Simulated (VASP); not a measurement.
# Te (P6/mmm) in VASP: a series of runs

Runs on Te. Level: PBE. Tasks: single point.

All numbers are computed with VASP 6.6.1; they aren't measurements. Logs are shortened: lines on timing, memory, paths and dates and some standing lists are left out, and cuts for length are marked.

### Step 1. The cell of the first run

Symmetry: P6/mmm, No. 191, hexagonal system. The conventional cell has a = 5.541 Å, b = 5.541 Å, c = 3.275 Å, α = 90.00°, β = 90.00°, γ = 120.00°. Te (site symmetry 6/mmm) has 14 Te at 3.27 to 3.59 Å within 4.3 Å. Within 4.2 Å of Te (site symmetry -6m2) lie 11 Te at 3.20 to 3.59 Å.

This isn't the form of Te at room conditions, which is trigonal, of chains.

### Step 2. Single point, PBE

Input file INCAR:

```
ALGO = Normal ; EDIFF = 1E-6
ENCUT = 520 ; GGA = PE
ISIF = 2 ; ISMEAR = -1
LASPH = True ; LCHARG = True
LELF = True ; LREAL = False
LVHAR = True ; LWAVE = False
NBANDS = 16 ; NELM = 80
PREC = Accurate ; SIGMA = 0.1
```

Input file KPOINTS:

```
k-points
0
Gamma
  7 7 9
```

Input file POSCAR:

```
Te
1.0
    5.5413086195      0.0000000000      0.0000000000
   -2.7706543097      4.7989140347      0.0000000000
    0.0000000000      0.0000000000      3.2749167862
Te
3
Direct
    0.0000000000      0.0000000000      0.0000000000
    0.3333333333      0.6666666667      0.5000000000
    0.6666666667      0.3333333333      0.5000000000
```

Potentials or basis: VASP PAW PBE potentials, release 64 (Te).

The run is started by

```sh
cat potpaw_PBE.64/Te/POTCAR > POTCAR
mpirun -np 1 vasp_std > vasp.out
```

OUTCAR:

```text
EDIFF = 1E-6
   ENCUT = 520
   GGA = PE
   ISIF = 2
   ISMEAR = -1
   LASPH = True
   LREAL = False
   NELM = 80
   PREC = Accurate

 ion  position               nearest neighbor table
   1  0.000  0.000  0.000-   2 3.59   3 3.59   2 3.59   3 3.59   2 3.59   2 3.59   3 3.59   3 3.59
                             3 3.59   3 3.59   2 3.59   2 3.59
   2  0.333  0.667  0.500-   3 3.20   3 3.20   3 3.20   1 3.59   1 3.59   1 3.59   1 3.59   1 3.59
                             1 3.59
   3  0.667  0.333  0.500-   2 3.20   2 3.20   2 3.20   1 3.59   1 3.59   1 3.59   1 3.59   1 3.59
                             1 3.59

  LATTYP: Found a hexagonal cell.
 ALAT       =     5.5413086195
 C/A-ratio  =     0.5910006121

  Lattice vectors:

 A1 = (   5.5413086195,   0.0000000000,   0.0000000000)
 A2 = (  -2.7706543097,   4.7989140347,   0.0000000000)
 A3 = (   0.0000000000,   0.0000000000,   3.2749167862)

Analysis of symmetry for initial positions (statically):
=====================================================================
 Subroutine PRICEL returns:
 Original cell was already a primitive cell.

 Routine SETGRP: Setting up the symmetry group for a
 hexagonal supercell.

 Subroutine GETGRP returns: Found 24 space group operations
 (whereof 24 operations were pure point group operations)
 out of a pool of 24 trial point group operations.

The static configuration has the point symmetry D_6h.

Analysis of symmetry for dynamics (positions and initial velocities):
=====================================================================
 Subroutine PRICEL returns:
 Original cell was already a primitive cell.

 Routine SETGRP: Setting up the symmetry group for a
 hexagonal supercell.

 Subroutine GETGRP returns: Found 24 space group operations
 (whereof 24 operations were pure point group operations)
 out of a pool of 24 trial point group operations.

The dynamic configuration has the point symmetry D_6h.

 Subroutine INISYM returns: Found 24 space group operations
 (whereof 24 operations are pure point group operations),
 and found     1 'primitive' translations

----------------------------------------------------------------------------------------

                                     Primitive cell

  volume of cell :      87.0875

  direct lattice vectors                    reciprocal lattice vectors
     5.541308619  0.000000000  0.000000000     0.180462788  0.104190239  0.000000000
    -2.770654310  4.798914035  0.000000000     0.000000000  0.208380478  0.000000000
     0.000000000  0.000000000  3.274916786     0.000000000  0.000000000  0.305351270

  length of vectors
     5.541308619  5.541308619  3.274916786     0.208380478  0.208380478  0.305351270

  position of ions in fractional coordinates (direct lattice)
     0.000000000  0.000000000  0.000000000
     0.333333333  0.666666667  0.500000000
     0.666666667  0.333333333  0.500000000

  ion indices of the primitive-cell ions
   primitive index   ion index
                 1           1
                 2           2
                 3           3

----------------------------------------------------------------------------------------

 KPOINTS: k-points

Automatic generation of k-mesh.
 Grid dimensions read from file:
 generate k-points for:    7    7    9

 Generating k-lattice:

  Cartesian coordinates                     Fractional coordinates (reciprocal lattice)
     0.025780398  0.014884320  0.000000000     0.142857143  0.000000000  0.000000000
     0.000000000  0.029768640  0.000000000     0.000000000  0.142857143  0.000000000
     0.000000000  0.000000000  0.033927919     0.000000000  0.000000000  0.111111111

  Length of vectors
     0.029768640  0.029768640  0.033927919

  Shift w.r.t. Gamma in fractional coordinates (k-lattice)
     0.000000000  0.000000000  0.000000000

 Subroutine IBZKPT returns following result:
 ===========================================

 Found     40 irreducible k-points:

 Following reciprocal coordinates:
            Coordinates               Weight
  0.000000  0.000000  0.000000      1.000000
  0.142857  0.000000  0.000000      6.000000
  0.285714  0.000000  0.000000      6.000000
  0.428571  0.000000  0.000000      6.000000
  0.142857  0.142857  0.000000      6.000000
  0.285714  0.142857  0.000000     12.000000
[... 16 lines left out ...]
  0.428571  0.142857  0.222222     12.000000
  0.285714  0.285714  0.222222     12.000000
 [... further k-points ...]
   k-points           NKPTS =     40   k-points in BZ     NKDIM =     40   number of bands    NBANDS=     16
   number of dos      NEDOS =    301   number of ions     NIONS =      3
   total plane-waves  NPLWV =  42336
   dimension x,y,z NGX =    42 NGY =   42 NGZ =   24
   dimension x,y,z NGXF=    84 NGYF=   84 NGZF=   48
   ions per type =               3
   NGX,Y,Z   is equivalent  to a cutoff of  12.60, 12.60, 12.18 a.u.
   NGXF,Y,Z  is equivalent  to a cutoff of  25.20, 25.20, 24.37 a.u.
 SYSTEM =  unknown system
   PREC   = accura    normal or accurate (medium, high low for compatibility)
   ISTART =      0    job   : 0-new  1-cont  2-samecut
   ICHARG =      2    charge: 1-file 2-atom 10-const
   ISPIN  =      1    spin polarized calculation?
   LNONCOLLINEAR =      F non collinear calculations
   LSORBIT =      F    spin-orbit coupling
   LASPH  =      T    aspherical Exc in radial PAW
   ENCUT  =  520.0 eV  38.22 Ry    6.18 a.u.  10.30 10.30  6.09*2*pi/ulx,y,z
   NELM   =     80;   NELMIN=  2; NELMDL= -5     # of ELM steps
   EDIFF  = 0.1E-05   stopping-criterion for ELM
   LREAL  =      F    real-space projection
   EDIFFG = 0.1E-04   stopping-criterion for IOM
   NSW    =      0    number of steps for IOM
   IBRION =     -1    ionic relax: 0-MD 1-quasi-New 2-CG
   NFREE  =      0    steps in history (QN), initial steepest desc. (CG)
   ISIF   =      2    stress and relaxation
   ISYM   =      2    0-nonsym 1-usesym 2-fastsym
   POTIM  = 0.5000    time-step for ionic-motion
   TEBEG  =    0.0;   TEEND  =   0.0 temperature during run
   PSTRESS=    0.0 pullay stress
   NELECT =      18.0000    total number of electrons
   NUPDOWN=      -1.0000    fix difference up-down
   EMIN   =  10.00;   EMAX   =-10.00  energy-range for DOS
   EFERMI =   0.00;   METHOD = LEGACY
   ISMEAR =    -1;   SIGMA  =   0.10  broadening in eV -4-tet -1-fermi 0-gaus
   EFERMI_NEDOS =   21; number of points for ismear=-14 and -15
   IALGO  =     38    algorithm
   IMIX   =      4    mixing-type and parameters
     AMIX     =   0.40;   BMIX     =  1.00
     AMIX_MAG =   1.60;   BMIX_MAG =  1.00
  volume/ion in A,a.u.               =      29.03       195.90
  Fermi-wavevector in a.u.,A,eV,Ry     =   0.967937  1.829136 12.747329  0.936902
  Thomas-Fermi vector in A             =   2.097865
   LORBIT       =      0    0 simple, 1 ext, 2 COOP (PROOUT), +10 PAW based schemes
   GGA     = PE    functional components
   LHFCALC =     F    Hartree Fock is set to
   AEXX    =    0.0000 exact exchange contribution
   IVDW    =     0    specifies the selected vdW correction
   LEPSILON=     F    determine dielectric tensor
   LRPA    =     F    only Hartree local field effects (RPA)
 non-spin polarized calculation
  energy-cutoff  :      520.00
  volume of cell :       87.09
 maximum number of plane-waves:      2366
 NGX is ok and might be reduce to    42
   NGX = 21   NGY = 21   NGZ = 13

 number of electron      18.0000000 magnetization

 Free energy of the ion-electron system (eV)
  ---------------------------------------------------
  ext. energy  EPLUGINS =         0.00000000
  ---------------------------------------------------
  free energy    TOTEN  =        -8.44593599 eV

  energy without entropy =       -8.36477251  energy(sigma->0) =       -8.40535425

 E-fermi :   7.6473     XC(G=0):  -9.9803

 val. band max:        7.6267692053   @ k =   0.0000   0.0000   0.2222
 cond. band min:       7.6969522264   @ k =   0.2857   0.0000   0.1111
 fundamental gap:      0.0701830212
 Fermi energy:         7.6472535075

 k-point     1 :       0.0000    0.0000    0.0000
  band No.  band energies     occupation
      1      -6.1969      2.00000
      2      -2.8571      2.00000
      3      -2.8343      2.00000
      4       3.0798      2.00000
      5       3.0798      2.00000
      6       3.5332      2.00000
[... 8 lines left out ...]
     15      17.3328      0.00000
     16      17.3328      0.00000

 k-point     2 :       0.1429    0.0000    0.0000
  band No.  band energies     occupation
      1      -6.0804      2.00000
      2      -3.0573      2.00000
      3      -2.9741      2.00000
      4       2.5101      2.00000
      5       2.8488      2.00000
      6       4.3298      2.00000
[... 8 lines left out ...]
     15      16.7125      0.00000
     16      16.9826      0.00000

 k-point     3 :       0.2857    0.0000    0.0000
  band No.  band energies     occupation
      1      -5.7367      2.00000
      2      -3.6701      2.00000
      3      -3.1854      2.00000
      4       2.0028      2.00000
      5       3.3252      2.00000
      6       5.5034      2.00000
[... 8 lines left out ...]
     15      15.8917      0.00000
     16      16.2986      0.00000

 k-point     4 :       0.4286    0.0000    0.0000
  band No.  band energies     occupation
      1      -5.1950      2.00000
      2      -4.4310      2.00000
      3      -3.3226      2.00000
      4       1.7434      2.00000
      5       4.4416      2.00000
      6       6.0332      2.00000
[... 8 lines left out ...]
     15      14.8883      0.00000
     16      15.5500      0.00000
[... 324 lines left out ...]
 k-point    22 :       0.2857    0.1429    0.2222
  band No.  band energies     occupation
      1      -4.8412      2.00000
      2      -3.4825      2.00000
      3      -3.0393      2.00000
      4       2.7658      2.00000
      5       3.7922      2.00000
      6       5.2694      2.00000
[... 8 lines left out ...]
     15      15.2255      0.00000
     16      15.7505      0.00000

 k-point    23 :       0.4286    0.1429    0.2222
  band No.  band energies     occupation
      1      -4.3565      2.00000
      2      -4.0636      2.00000
      3      -3.1106      2.00000
      4       2.6788      2.00000
      5       4.5926      2.00000
      6       4.9052      2.00000
[... 8 lines left out ...]
     15      15.1190      0.00000
     16      15.4028      0.00000

 k-point    24 :       0.2857    0.2857    0.2222
  band No.  band energies     occupation
      1      -4.3473      2.00000
      2      -3.7705      2.00000
      3      -3.5027      2.00000
      4       3.3095      2.00000
      5       4.0294      2.00000
      6       4.9669      2.00000
[... 8 lines left out ...]
     15      14.4512      0.00000
     16      14.6847      0.00000

 [... further k-points ...]

------------------------ aborting loop because EDIFF is reached ----------------------------------------

  FORCE on cell =-STRESS in cart. coord.  units (eV):
  Direction    XX          YY          ZZ          XY          YZ          ZX
  --------------------------------------------------------------------------------------
  -------------------------------------------------------------------------------------
  Total       -0.0377254     -0.0377254     -0.0237310     -0.0000000      0.0000000     -0.0000000
  in kB       -0.6940470     -0.6940470     -0.4365867     -0.0000000      0.0000000     -0.0000000
  external PRESSURE =      -0.6082269 kB  Pullay stress =       0.0000000 kB

 VOLUME and BASIS-vectors are now :
 -----------------------------------------------------------------------------
  energy-cutoff  :      520.00
  volume of cell :       87.09
      direct lattice vectors                 reciprocal lattice vectors
     5.541308619  0.000000000  0.000000000     0.180462788  0.104190239  0.000000000
    -2.770654310  4.798914035  0.000000000     0.000000000  0.208380478  0.000000000
     0.000000000  0.000000000  3.274916786     0.000000000  0.000000000  0.305351270

 POSITION                                       TOTAL-FORCE (eV/Angst)
 -----------------------------------------------------------------------------------
      0.00000      0.00000      0.00000        -0.000000      0.000000      0.000000
     -0.00000      3.19928      1.63746         0.000000      0.000000      0.000000
      2.77065      1.59964      1.63746        -0.000000      0.000000      0.000000
 -----------------------------------------------------------------------------------
    total drift:                               -0.000000      0.000000     -0.000000

  FREE ENERGIE OF THE ION-ELECTRON SYSTEM (eV)
  ---------------------------------------------------
  free  energy   TOTEN  =        -8.4459359859 eV

  energy  without entropy=       -8.3647725097  energy(sigma->0) =       -8.40535425
```

Run time: 74 s. Hardware: 1 thread of Intel Xeon 8259CL, shared host; peak memory 0.21 GiB.

Results:

```
Free energy            : -8.4459 eV
Pressure               : -0.1 GPa
Band gap on the k mesh : zero (bands 9 and 10 overlap by 4.54 eV)
```

Caveat: spin-orbit coupling is left out, which moves the levels of the heavy elements.

### Step 3. Single point, PBE (29.03 Å³/atom)

Input file INCAR:

```
SYSTEM = Te
PREC = Accurate ; ENCUT = 520
EDIFF = 1E-6 ; ISMEAR = -1
SIGMA = 0.1 ; LREAL = .False.
LASPH = .True. ; NELM = 60
ALGO = Normal ; ISIF = 2
LWAVE = .False. ; LCHARG = .False.
GGA = PE ; NBANDS = 16
```

Input file KPOINTS:

```
Automatic mesh
0
Gamma
  7 7 9
  0 0 0
```

POSCAR is that of step 2.

Potentials or basis: VASP PAW PBE potentials, release 64 (Te).

The run is started by

```sh
cat potpaw_PBE.64/Te/POTCAR > POTCAR
mpirun -np 1 vasp_std > vasp.out
```

Wall time 78 s (1 thread of Intel Xeon 8259CL, shared host); peak memory 0.21 GiB.

The run converged. Its results:

- Free energy: -8.4459 eV
- Pressure: -0.1 GPa
- Band gap on the k mesh: zero (bands 9 and 10 overlap by 4.54 eV)

Levels at points of the mesh, in eV from the Fermi level:
| k point | band 5 | band 6 | band 7 | band 8 | band 9 | band 10 | band 11 | band 12 | band 13 | band 14 |
| --- | --- | --- | --- | --- | --- | --- | --- | --- | --- | --- |
| (0.00, 0.00, 0.00) | -4.57 | -4.11 | -4.11 | 0.29 | 2.70 | 2.70 | 3.07 | 3.24 | 5.11 | 9.13 |

Caveat: spin-orbit coupling is left out, which moves the levels of the heavy elements.
